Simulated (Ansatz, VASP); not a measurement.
# Pt in VASP and in Ansatz

```
Pt
1.0
     2.80729    0.00000    0.00000
    -1.40365    2.43119    0.00000
     0.00000    0.00000   14.16858
Pt
5
Direct
  0.66667 0.33333 0.17645
  0.33333 0.66667 0.33822
  0.00000 0.00000 0.50000
  0.66667 0.33333 0.66178
  0.33333 0.66667 0.82355
```

Alike in both runs: task single point; functional PBE; k mesh 12 × 12 × 1; occupations gaussian, width 0.1 eV; no spin polarisation.

|  | VASP | Ansatz |
| --- | --- | --- |
| version | VASP 6.6.1 | Ansatz 0.2.0 |
| potentials or method | VASP PAW PBE potentials, release 64 (Pt), cutoff 520 eV | scalar-relativistic, plane waves, PAW |
| valence electrons in the cell | 50 | 90 |

VASP gave:

| Property | Result |
| --- | --- |
| gap on the k mesh at the Fermi level (eV) | none |
| rms of the force components (eV/Å) | 0.098 |

Task: Which values does Ansatz return?

Result: gap on the k mesh at the Fermi level (eV): none; rms of the force components (eV/Å): 0.103.

Atom by atom the forces differ by 0.009 eV/Å (rms over components). A gap of «none» marks a metal or a gap that the smearing closes. The functional is the same, so the differences come from potentials, cutoffs and numerics. VASP's potentials hold 50 valence electrons a cell and Ansatz's 90, so a difference there can come from the potentials and not from the codes. Ansatz's warnings: vacuum density over bound.

Neither program's run includes spin-orbit coupling.
